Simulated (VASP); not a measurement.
A run of VASP 6.6.1 is set up as follows.

INCAR

```
  ALGO = Normal
  EDIFF = 1E-6
  ENCUT = 520
  GGA = PE
  ISIF = 2
  ISMEAR = 0
  LASPH = T
  LCHARG = F
  LREAL = Auto
  LWAVE = F
  NBANDS = 70
  NELM = 80
  PREC = Accurate
  SIGMA = 0.05
```

File KPOINTS:

```
k-points
0
Gamma
  4 4 4
```

POSCAR

```
HfC
1.0
   -0.0000388432      4.6517494644      4.6515335183
    4.6516120028     -0.0001044784      4.6515991535
    4.6518635876      4.6520666844     -0.0003560632
Hf C
8 8
Direct
    0.2567107905      0.2397519404      0.2447815503
    0.2567150913      0.2397426618      0.7447767821
    0.2567109434      0.7397486398      0.2447835212
    0.2567219731      0.7397401173      0.7447713706
    0.7567232181      0.2397407831      0.2447731758
    0.7567165670      0.2397497282      0.7447774506
    0.7567177796      0.7397429109      0.2447764963
    0.7567113335      0.7397533029      0.7447821195
    0.0067230439     -0.0102441322     -0.0052345406
    0.0067257696     -0.0102515985      0.4947611619
    0.0067201457      0.4897544801     -0.0052323169
    0.0067305977      0.4897451366      0.4947617287
    0.5067317606     -0.0102563083     -0.0052367147
    0.5067208798     -0.0102457967      0.4947649599
    0.5067262667      0.4897474758     -0.0052387162
    0.5067240457      0.4897571880      0.4947641644
```

Potentials or basis: VASP PAW PBE potentials, release 64 (Hf_pv, C).

Command:

```bash
$ cat potpaw_PBE.64/Hf_pv/POTCAR potpaw_PBE.64/C/POTCAR > POTCAR
$ mpirun -np 1 vasp_std > vasp.out
```

(1) Predict the band gap on the k mesh.

(2) What does it give for the pressure?

(3) Predict the largest force.

## Answers

(1) zero (bands 56 and 57 overlap by 0.40 eV).

(2) -0.7 GPa.

(3) 0.004 eV/Å.

Caveat: spin-orbit coupling is left out, which moves the levels of the heavy elements.
